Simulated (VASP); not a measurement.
# Cs2Ir3 (P6/mmm) in VASP: single point with PBE

Aim: the single point of Cs2Ir3 with PBE.

All numbers are computed with VASP 6.6.1; they aren't measurements. Logs are shortened: lines on timing, memory, paths and dates and some standing lists are left out, and cuts for length are marked.

### 1 The cell of the first run

The structure is hexagonal, space group P6/mmm (No. 191). Conventional cell: a = 4.790 Å, b = 4.790 Å, c = 8.819 Å, α = 90.00°, β = 90.00°, γ = 120.00°. Cs (site symmetry 6mm) has 1 Ir at 2.35 Å within 3.1 Å. Within 3.6 Å of Ir (site symmetry -6m2) lie 6 Ir at 2.77 Å. Ir (site symmetry 6/mmm) has 2 Cs at 2.35 Å and 6 Ir at 2.77 Å within 3.1 Å.

### 2 Single point, PBE

INCAR reads:

```
SYSTEM = Cs2Ir3
PREC     = Accurate       ! precision mode
ENCUT    = 520            ! plane-wave cutoff, eV
EDIFF    = 1E-6           ! SCF threshold, eV
ISMEAR   = 0              ! smearing method
SIGMA    = 0.1            ! smearing width, eV
LREAL    = .False.        ! projectors in reciprocal space
LASPH    = .True.         ! aspherical terms in the spheres
NELM     = 80             ! most SCF steps
ALGO     = Normal         ! electronic algorithm
ISIF     = 2              ! what is computed and relaxed
LWAVE    = .False.        ! write WAVECAR
LCHARG   = .False.        ! write CHGCAR
GGA      = PE             ! functional
NBANDS   = 30             ! bands
```

KPOINTS reads:

```
Automatic mesh
0
Gamma
  6 6 2
  0 0 0
```

POSCAR reads:

```
Cs2Ir3
1.0
    4.7899687900      0.0000000000      0.0000000000
   -2.3949843900      4.1482346500      0.0000000000
    0.0000000000      0.0000000000      8.8191248100
Cs Ir
2 3
Direct
    0.0000000000      0.0000000000      0.2663251400
    0.0000000000      0.0000000000      0.7336748600
    0.3333333300      0.6666666700      0.0000000000
    0.6666666700      0.3333333300      0.0000000000
    0.0000000000      0.0000000000      0.0000000000
```

Potentials or basis: VASP PAW PBE potentials, release 64 (Cs_sv, Ir).

The run is started by

```console
$ cat potpaw_PBE.64/Cs_sv/POTCAR potpaw_PBE.64/Ir/POTCAR > POTCAR
$ mpirun -np 1 vasp_std > vasp.out
```

OUTCAR:

```text
SYSTEM = Cs2Ir3
   PREC = Accurate
   ENCUT = 520
   EDIFF = 1E-6
   ISMEAR = 0
   LREAL = .False.
   LASPH = .True.
   NELM = 80
   ISIF = 2
   GGA = PE

 ion  position               nearest neighbor table
   1  0.000  0.000  0.266-   5 2.35
   2  0.000  0.000  0.734-   5 2.35
   3  0.333  0.667  0.000-   4 2.77   5 2.77   4 2.77   5 2.77   5 2.77   4 2.77
   4  0.667  0.333  0.000-   3 2.77   5 2.77   3 2.77   5 2.77   5 2.77   3 2.77
   5  0.000  0.000  0.000-   1 2.35   2 2.35   3 2.77   4 2.77   3 2.77   4 2.77   4 2.77   3 2.77

  LATTYP: Found a hexagonal cell.
 ALAT       =     4.7899687900
 C/A-ratio  =     1.8411654014

  Lattice vectors:

 A1 = (   4.7899687900,   0.0000000000,   0.0000000000)
 A2 = (  -2.3949843900,   4.1482346500,   0.0000000000)
 A3 = (   0.0000000000,   0.0000000000,   8.8191248100)

Analysis of symmetry for initial positions (statically):
=====================================================================
 Subroutine PRICEL returns:
 Original cell was already a primitive cell.

 Routine SETGRP: Setting up the symmetry group for a
 hexagonal supercell.

 Subroutine GETGRP returns: Found 24 space group operations
 (whereof 24 operations were pure point group operations)
 out of a pool of 24 trial point group operations.

The static configuration has the point symmetry D_6h.

Analysis of symmetry for dynamics (positions and initial velocities):
=====================================================================
 Subroutine PRICEL returns:
 Original cell was already a primitive cell.

 Routine SETGRP: Setting up the symmetry group for a
 hexagonal supercell.

 Subroutine GETGRP returns: Found 24 space group operations
 (whereof 24 operations were pure point group operations)
 out of a pool of 24 trial point group operations.

The dynamic configuration has the point symmetry D_6h.

 Subroutine INISYM returns: Found 24 space group operations
 (whereof 24 operations are pure point group operations),
 and found     1 'primitive' translations

----------------------------------------------------------------------------------------

                                     Primitive cell

  volume of cell :     175.2353
[... 80 lines left out ...]
   LSORBIT =      F    spin-orbit coupling
   LASPH  =      T    aspherical Exc in radial PAW
   ENCUT  =  520.0 eV  38.22 Ry    6.18 a.u.   8.91  8.91 16.40*2*pi/ulx,y,z
   NELM   =     80;   NELMIN=  2; NELMDL= -5     # of ELM steps
   EDIFF  = 0.1E-05   stopping-criterion for ELM
   LREAL  =      F    real-space projection
   EDIFFG = 0.1E-04   stopping-criterion for IOM
   NSW    =      0    number of steps for IOM
   IBRION =     -1    ionic relax: 0-MD 1-quasi-New 2-CG
   NFREE  =      0    steps in history (QN), initial steepest desc. (CG)
   ISIF   =      2    stress and relaxation
   ISYM   =      2    0-nonsym 1-usesym 2-fastsym
   POTIM  = 0.5000    time-step for ionic-motion
   TEBEG  =    0.0;   TEEND  =   0.0 temperature during run
   PSTRESS=    0.0 pullay stress
   NELECT =      45.0000    total number of electrons
   NUPDOWN=      -1.0000    fix difference up-down
   EMIN   =  10.00;   EMAX   =-10.00  energy-range for DOS
   EFERMI =   0.00;   METHOD = LEGACY
   ISMEAR =     0;   SIGMA  =   0.10  broadening in eV -4-tet -1-fermi 0-gaus
   EFERMI_NEDOS =   21; number of points for ismear=-14 and -15
   IALGO  =     38    algorithm
   IMIX   =      4    mixing-type and parameters
     AMIX     =   0.40;   BMIX     =  1.00
     AMIX_MAG =   1.60;   BMIX_MAG =  1.00
  volume/ion in A,a.u.               =      35.05       236.51
  Fermi-wavevector in a.u.,A,eV,Ry     =   1.040571  1.966395 14.732233  1.082789
  Thomas-Fermi vector in A             =   2.175153
   LORBIT       =      0    0 simple, 1 ext, 2 COOP (PROOUT), +10 PAW based schemes
   GGA     = PE    functional components
   LHFCALC =     F    Hartree Fock is set to
   AEXX    =    0.0000 exact exchange contribution
   IVDW    =     0    specifies the selected vdW correction
   LEPSILON=     F    determine dielectric tensor
   LRPA    =     F    only Hartree local field effects (RPA)
 non-spin polarized calculation
 Gauss-broadening in eV      SIGMA  =   0.10
  energy-cutoff  :      520.00
  volume of cell :      175.24
 maximum number of plane-waves:      4743
 NGX is ok and might be reduce to    36
   NGX = 17   NGY = 17   NGZ = 33

 number of electron      45.0000009 magnetization

 Free energy of the ion-electron system (eV)
  ---------------------------------------------------
  ext. energy  EPLUGINS =         0.00000000
  ---------------------------------------------------
  free energy    TOTEN  =       -22.42387661 eV

  energy without entropy =      -22.37178619  energy(sigma->0) =      -22.39783140

 E-fermi :   2.9378     XC(G=0):  -8.4752

 val. band max:        2.9305587623   @ k =   0.3333   0.1667   0.0000
 cond. band min:       2.9391468302   @ k =   0.3333  -0.0000   0.5000
 fundamental gap:      0.0085880679
 Fermi energy:         2.9377721002

 k-point     1 :       0.0000    0.0000    0.0000
  band No.  band energies     occupation
      1     -19.8206      2.00000
      2     -19.5495      2.00000
      3      -8.5394      2.00000
      4      -6.5932      2.00000
      5      -6.4122      2.00000
      6      -6.4122      2.00000
[... 451 lines left out ...]
     29       6.2811      0.00000
     30       6.6080      0.00000

------------------------ aborting loop because EDIFF is reached ----------------------------------------

  FORCE on cell =-STRESS in cart. coord.  units (eV):
  Direction    XX          YY          ZZ          XY          YZ          ZX
  --------------------------------------------------------------------------------------
  -------------------------------------------------------------------------------------
  Total       -7.6016618     -7.6016618     27.7398864     -0.0000000      0.0000000      0.0000000
  in kB      -69.5020537    -69.5020536    253.6260003     -0.0000001      0.0000000      0.0000000
  external PRESSURE =      38.2072977 kB  Pullay stress =       0.0000000 kB

 VOLUME and BASIS-vectors are now :
 -----------------------------------------------------------------------------
  energy-cutoff  :      520.00
  volume of cell :      175.24
      direct lattice vectors                 reciprocal lattice vectors
     4.789968790  0.000000000  0.000000000     0.208769627  0.120533201  0.000000000
    -2.394984390  4.148234650  0.000000000     0.000000000  0.241066402  0.000000000
     0.000000000  0.000000000  8.819124810     0.000000000  0.000000000  0.113389936

 POSITION                                       TOTAL-FORCE (eV/Angst)
 -----------------------------------------------------------------------------------
      0.00000      0.00000      2.34875        -0.000000     -0.000000      6.101613
      0.00000      0.00000      6.47037        -0.000000     -0.000000     -6.101613
     -0.00000      2.76549      0.00000         0.000000      0.000000     -0.000000
      2.39498      1.38274      0.00000        -0.000000     -0.000000     -0.000000
      0.00000      0.00000      0.00000        -0.000000      0.000000     -0.000000
 -----------------------------------------------------------------------------------
    total drift:                               -0.000000      0.000000     -0.000000

  FREE ENERGIE OF THE ION-ELECTRON SYSTEM (eV)
  ---------------------------------------------------
  free  energy   TOTEN  =       -22.4238766059 eV

  energy  without entropy=      -22.3717861872  energy(sigma->0) =      -22.39783140
```

stdout:

```text
POSCAR found type information on POSCAR CsIr
 POSCAR found :  2 types and       5 ions
 scaLAPACK will be used
 LDA part: xc-table for (Slater+PW92), standard interpolation
 POSCAR, INCAR and KPOINTS ok, starting setup
 FFT: planning ... GRIDC
 FFT: planning ... GRID_SOFT
 FFT: planning ... GRID
 WAVECAR not read
 entering main loop
```

Run time: 88 s. Hardware: 1 thread of Intel Xeon Platinum 8375C at 2.90GHz (Ice Lake), shared host; peak memory 0.31 GiB.

What came out:

```yaml
Free_energy: -22.4239 eV
Pressure: 3.8 GPa
Largest_force: 6.102 eV/Å
```

Forces in eV/Å, atoms in the order of the input:
```
Cs   0.000  0.000  6.102
Cs   0.000  0.000 -6.102
Ir   0.000  0.000  0.000
Ir   0.000  0.000  0.000
Ir   0.000  0.000  0.000
```

Levels at points of the mesh, in eV from the Fermi level:
```tsv
k point	band 18	band 19	band 20	band 21	band 22	band 23	band 24	band 25	band 26	band 27
(0.00, 0.00, 0.00)	-2.14	-2.14	-2.08	-1.08	-0.46	0.25	0.25	0.27	1.61	3.87
(0.50, 0.00, 0.00)	-1.18	-1.09	-0.66	-0.54	-0.15	0.41	0.48	1.34	1.84	1.93
(0.00, 0.00, 0.50)	-2.14	-2.14	-2.04	-0.46	-0.43	0.20	0.25	0.25	2.28	3.15
(0.50, 0.00, 0.50)	-1.16	-1.10	-0.55	-0.15	0.02	0.53	0.94	1.49	1.73	1.84
```

Caveat: spin-orbit coupling is left out, which moves the levels of the heavy elements; forces of over 1 eV/Å act on the atoms, so gaps and moduli don't describe the material at rest.
